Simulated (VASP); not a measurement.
Set up this calculation in VASP 6.6.1, as the native input.

| Property | Result |
| --- | --- |
| Task | single point |
| Functional | PBE |
| Potentials or basis | VASP PAW PBE potentials, release 64 (Ag) |
| Cutoff | 520 eV |
| k mesh | 18 × 18 × 10 |
| Occupations | fermi-dirac, width 0.05 eV |
| Spin | no spin polarisation |
| Dipole correction | no |
| Further INCAR settings | ALGO = Normal; EDIFF = 1e-06; NBANDS = 18 |

The structure of Ag lies in POSCAR:

```
Ag
1.0
    2.9300000000      0.0000000000      0.0000000000
   -1.4650000000      2.5374544331      0.0000000000
    0.0000000000      0.0000000000      4.6942000000
Ag
2
Direct
    0.3333333333      0.6666666667      0.2500000000
    0.6666666667      0.3333333333      0.7500000000
```

This isn't the form of Ag at room conditions, which is fcc.

This cell differs from its parent crystal: z stretched by -2 %, then relaxed in part.

The input as run:

INCAR

```
SYSTEM = Ag
  ALGO = Normal
  EDIFF = 1E-6
  ENCUT = 520
  GGA = PE
  ISIF = 2
  ISMEAR = -1
  LASPH = .True.
  LCHARG = .False.
  LREAL = .False.
  LWAVE = .False.
  NBANDS = 18
  NELM = 60
  PREC = Accurate
  SIGMA = 0.05
```

KPOINTS

```
k-points
0
Gamma
  18 18 10
  0 0 0
```

Potentials or basis: VASP PAW PBE potentials, release 64 (Ag).

The run is started by

```console
$ cat potpaw_PBE.64/Ag/POTCAR > POTCAR
$ mpirun -np 1 vasp_std > vasp.out
```

It gave:

```
Pressure               : 2.3 GPa
Band gap on the k mesh : zero (bands 11 and 12 overlap by 7.34 eV)
```

Caveat: the cell differs from its parent crystal (z stretched by -2 %, then relaxed in part).

It took 51 s on 1 thread of AMD EPYC 9R45 (Zen 5), on a shared host, peak memory 0.21 GiB.
